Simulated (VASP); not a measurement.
The system is Te.

```
Te
1.0
     4.45400    0.00000    0.00000
    -2.22700    3.85728    0.00000
     0.00000    0.00000    5.92400
Te
3
Cartesian
  1.1981 0.0000 1.9747
  3.8549 1.0376 3.9493
  1.6279 2.8197 0.0000
```

| Quantity | Value |
| --- | --- |
| Program | VASP 6.6.1 |
| Task | relaxation of cell and atoms |
| Functional | PBEsol |
| Potentials or basis | VASP PAW PBE potentials, release 64 (Te) |
| Cutoff | 600 eV |
| k mesh | 7 × 7 × 5 |
| Occupations | fermi-dirac, width 0.05 eV |
| Spin | no spin polarisation |

At the start: pressure -0.9 GPa; volume 33.93 Å³/atom.

How do energy, volume and symmetry change on relaxing?

Over 8 steps the energy falls by 10.7 meV/atom and the volume is 32.10 Å³/atom (-5.4 %); space group P3_121 (No. 152, to 0.1 Å) before and after.

Step by step:
```
step  energy change (eV)  largest force (eV/Å)  pressure (GPa)  volume (Å³)
   1              0.0000                0.1262           -0.87       101.78
   2             -0.0091                0.2296            0.28        99.08
   3             -0.0091                0.2321            0.31        99.01
   4             -0.0182                0.1821            0.28        98.23
   5             -0.0311                0.0557            0.34        95.90
   6             -0.0312                0.0440            0.37        95.65
   7             -0.0306                0.0228           -0.51        97.18
   8             -0.0320                0.0154           -0.01        96.30
```

Final structure:
```
Te
1.0
     4.31553    0.00000    0.00000
    -2.15776    3.73736    0.00000
     0.00000    0.00000    5.97044
Te
3
Direct
  0.28341 0.00000 0.33333
  0.00000 0.28341 0.66667
  0.71659 0.71659 0.00000
```

Caveat: the PAW data sets were made with another functional, which shifts forces and pressure a little.
